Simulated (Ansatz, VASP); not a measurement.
**NbTe: VASP beside Ansatz**

Contents of INCAR:

```
SYSTEM = NbTe
ALGO = Normal ; EDIFF = 1E-6
ENCUT = 520 ; GGA = PE
ISIF = 2 ; ISMEAR = 0
LASPH = .True. ; LCHARG = .True.
LELF = .True. ; LREAL = .False.
LVHAR = .True. ; LWAVE = .False.
NBANDS = 16 ; NELM = 80
PREC = Accurate ; SIGMA = 0.028000000000000004
```

The input KPOINTS:

```
k-points
0
Gamma
  8 8 8
  0 0 0
```

POSCAR

```
NbTe
1.0
    3.4257000000      0.0000000000      0.0000000000
    0.0000000000      3.4257000000      0.0000000000
    0.0000000000      0.0000000000      3.4257000000
Nb Te
1 1
Direct
    0.5000000000      0.5000000000      0.5000000000
    0.0000000000      0.0000000000      0.0000000000
```

File input.yaml:

```yaml
crystal:
  lattice:
    - [3.4257, 0.0, 0.0]
    - [0.0, 3.4257, 0.0]
    - [0.0, 0.0, 3.4257]
  atoms:
    - { symbol: Nb, position: [0.5, 0.5, 0.5] }
    - { symbol: Te, position: [0.0, 0.0, 0.0] }
hamiltonian:
  xc: pbe
  pseudopotentials: { kind: paw }
kpoints:
  mp_grid: { grid: [8, 8, 8] }
scf:
  occupations: { method: gaussian, width: 0.028 }
output:
  forces: true
  stress: true
  eigenvalues: true
```

Alike in both runs: task single point; functional PBE; k mesh 8 × 8 × 8; occupations gaussian, width 0.028 eV; no spin polarisation.

```csv
,VASP,Ansatz
version,VASP 6.6.1,Ansatz 0.2.0
potentials or method,"VASP PAW PBE potentials, release 64 (Nb_sv, Te)",Ansatz PAW
plane-wave cutoff (eV),520,420
valence electrons in the cell,19,29
```

```csv
,VASP,Ansatz,Ansatz less VASP
gap on the k mesh at the Fermi level (eV),none,none,-
pressure (GPa),-0.3,-0.1,+0.19
```

A gap of «none» marks a metal or a gap that the smearing closes. The functional is the same, so the differences come from potentials, cutoffs and numerics. VASP's potentials hold 19 valence electrons a cell and Ansatz's 29, so a difference there can come from the potentials and not from the codes.

Neither program's run includes spin-orbit coupling.
